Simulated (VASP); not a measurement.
Crystal: LaB6.

```xyz
7
Lattice="4.1570 0.0000 0.0000 0.0000 4.1570 0.0000 0.0000 0.0000 4.1570" Properties=species:S:1:pos:R:3 pbc="T T T"
La    0.0000    0.0000    0.0000
B     0.8210    2.0785    2.0785
B     2.0785    0.8210    2.0785
B     3.3360    2.0785    2.0785
B     2.0785    3.3360    2.0785
B     2.0785    2.0785    0.8210
B     2.0785    2.0785    3.3360
```

- Program: VASP 6.6.1
- Task: relaxation of cell and atoms
- Functional: PBEsol
- Potentials or basis: VASP PAW PBE potentials, release 64 (La, B)
- Cutoff: 600 eV
- k mesh: 8 × 8 × 8
- Occupations: gaussian, width 0.1 eV
- Spin: no spin polarisation

At the start: pressure -3.7 GPa; volume 10.26 Å³/atom.

Problem. How do energy, volume and symmetry change on relaxing?

Solution. Over 9 steps the energy falls by 4.6 meV/atom and the volume is 10.07 Å³/atom (-1.9 %); space group Pm-3m (No. 221, to 0.05 Å).

The path:
```
step  energy change (eV)  largest force (eV/Å)  pressure (GPa)  volume (Å³)
   1              0.0000                0.6115           -3.74        71.84
   2              0.0731                1.4745            4.44        69.37
   3             -0.0300                0.0899           -1.15        70.95
   4             -0.0300                0.1044           -1.09        70.93
   5             -0.0315                0.0484            0.69        70.19
   6             -0.0322                0.0084            0.04        70.46
   7             -0.0322                0.0101            0.01        70.47
   8             -0.0322                0.0120           -0.07        70.49
   9             -0.0323                0.0013           -0.03        70.47
```

Final structure:
```xyz
7
Lattice="4.1306 0.0000 0.0000 0.0000 4.1306 0.0000 0.0000 0.0000 4.1306" Properties=species:S:1:pos:R:3 pbc="T T T"
La    0.0000    0.0000    0.0000
B     0.8243    2.0653    2.0653
B     2.0653    0.8243    2.0653
B     3.3063    2.0653    2.0653
B     2.0653    3.3063    2.0653
B     2.0653    2.0653    0.8243
B     2.0653    2.0653    3.3063
```

Caveat: the PAW data sets were made with another functional, which shifts forces and pressure a little.
